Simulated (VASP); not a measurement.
Os, 2 atoms in the cell. It takes space group Fd-3m (No. 227, cubic). The conventional cell has a = 5.326 Å, b = 5.326 Å, c = 5.326 Å, α = 90.00°, β = 90.00°, γ = 90.00°. Within 3.0 Å of Os (site symmetry -43m) lie 4 Os at 2.31 Å. This isn't the form of Os at room conditions, which is hcp.

| Property | Result |
| --- | --- |
| Program | VASP 6.6.1 |
| Task | relaxation of cell and atoms |
| Functional | RPBE |
| Potentials or basis | VASP PAW PBE potentials, release 64 (Os_sv_GW) |
| Cutoff | 560 eV |
| k mesh | 10 × 10 × 10 |
| Occupations | fermi-dirac, width 0.1 eV |
| Spin | no spin polarisation |
| Dipole correction | no |
| Further INCAR settings | ALGO = Normal; EDIFF = 1e-07; IBRION = 2; EDIFFG = -0.01; NSW = 80; ISIF = 3 |

Potentials or basis: VASP PAW PBE potentials, release 64 (Os_sv_GW).

Launch:

```bash
$ cat potpaw_PBE.64/Os_sv_GW/POTCAR > POTCAR
$ mpirun -np 1 vasp_std > vasp.out
```

Hardware: 1 thread of AMD EPYC 9R45 96-Core Processor (Zen 5), with other jobs on the host.

**Question.** How long does it take, and how much memory?

**Answer.** Wall time 110 s on 1 thread of AMD EPYC 9R45 96-Core Processor (Zen 5), with other jobs on the host, peak memory 0.17 GiB. Counts: scf iterations 63, k points 47, ion steps 5.
